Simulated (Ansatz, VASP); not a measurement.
One calculation of ZnSe, two programs

```xyz
4
Lattice="3.8967 0.0000 0.0000 0.0000 3.8967 0.0000 0.0000 0.0000 5.3510" Properties=species:S:1:pos:R:3 pbc="T T T"
Zn    0.0000    0.0000    0.0000
Zn    1.9484    1.9484    0.0000
Se    0.0000    1.9484    1.6285
Se    1.9484    0.0000    3.7224
```

Alike in both runs: task single point; functional PBEsol; k mesh 8 × 8 × 6; occupations gaussian, width 0.05 eV; no spin polarisation.

|  | VASP | Ansatz |
| --- | --- | --- |
| version | VASP 6.6.1 | Ansatz 0.2.0 |
| potentials or method | VASP PAW PBE potentials, release 64 (Zn, Se), cutoff 520 eV | scalar-relativistic, plane waves, PAW |
| valence electrons in the cell | 36 | 56 |

```tsv
	VASP	Ansatz	Ansatz less VASP
gap on the k mesh at the Fermi level (eV)	1.12	1.12	-0.009
least direct gap on the mesh (eV)	1.12	1.12	-0.009
pressure (GPa)	0.0	-0.3	-0.32
traceless stress, the component that is largest in VASP (GPa)	-3.76	-3.80	-0.043
rms of the force components (eV/Å)	0.421	0.440	+0.0195
```

VASP's potentials were made for PBE, not for PBEsol, and Ansatz warns of the same on its side. Atom by atom the forces differ by 0.020 eV/Å (rms over components). With one functional, cell and mesh, what is left measures potentials, basis and numerics. VASP's potentials hold 36 valence electrons a cell and Ansatz's 56, so a difference there can come from the potentials and not from the codes.
